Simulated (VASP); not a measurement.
## GaN: relaxation of cell and atoms with revPBE+D3(BJ)

GaN:

```
Ga N
1.0
     3.18000    0.00000    0.00000
    -1.59000    2.75396    0.00000
     0.00000    0.00000    5.16600
Ga N
2 2
Direct
  0.33333 0.66667 0.00000
  0.66667 0.33333 0.50000
  0.33333 0.66667 0.37500
  0.66667 0.33333 0.87500
```

- Program: VASP 6.6.1
- Task: relaxation of cell and atoms
- Functional: revPBE
- Dispersion: D3(BJ)
- Potentials or basis: VASP PAW PBE potentials, release 64 (Ga_d, N)
- Cutoff: 600 eV
- k mesh: 12 × 12 × 4
- Occupations: gaussian, width 0.01 eV
- Spin: no spin polarisation
- Dipole correction: no
- Further INCAR settings: ALGO = Normal; EDIFF = 1e-06; IBRION = 2; EDIFFG = -0.005; NSW = 100; ISIF = 3

```
Relaxed volume                         : 11.47 Å³/atom
Relaxed cell                           : a = 3.191 Å, b = 3.191 Å, c = 5.203 Å, α = 90.00°, β = 90.00°, γ = 120.00°
Space group after relaxing (to 0.05 Å) : P6_3mc (No. 186)
Energy gained by relaxing              : 1.6 meV/atom
Ionic steps                            : 9
Pressure after relaxing                : 0.0 GPa
Band gap on the k mesh                 : 1.92 eV, direct
Dispersion energy per atom             : -0.489 eV
```

The path:
```tsv
step	energy change (eV)	largest force (eV/Å)	pressure (GPa)	volume (Å³)
1	0.0000	0.1324	2.51	45.24
2	-0.0017	0.0934	-2.11	46.41
3	-0.0065	0.0023	0.01	45.86
4	-0.0065	0.0049	0.12	45.85
5	-0.0065	0.0104	-0.05	45.87
6	-0.0065	0.0084	0.03	45.86
7	-0.0065	0.0004	-0.13	45.88
8	-0.0065	0.0037	0.06	45.87
9	-0.0065	0.0009	0.00	45.87
```

Final structure:
```
Ga N
1.0
     3.19081    0.00000    0.00000
    -1.59541    2.76333    0.00000
     0.00000    0.00000    5.20274
Ga N
2 2
Direct
  0.33333 0.66667 0.99929
  0.66667 0.33333 0.49929
  0.33333 0.66667 0.37571
  0.66667 0.33333 0.87571
```

Levels at points of the mesh, in eV from the valence-band top:
```tsv
k point	band 16	band 17	band 18	band 19	band 20	band 21
(0.00, 0.00, 0.00)	-0.05	0.00	0.00	1.92	4.29	9.24
(0.50, 0.00, 0.00)	-2.71	-2.18	-0.99	5.12	5.58	6.09
(0.00, 0.00, 0.50)	-0.52	-0.52	-0.52	4.27	4.27	8.51
(0.50, 0.00, 0.50)	-1.92	-1.88	-1.88	4.44	4.44	7.79
```

It took 2.1 min on 1 thread of Intel(R) Xeon(R) 6975P-C (Granite Rapids), with other jobs on the host, peak memory 0.23 GiB.

Caveat: the PAW data sets were made with another functional, which shifts forces and pressure a little. Zero-point motion and thermal expansion aren't in these numbers.
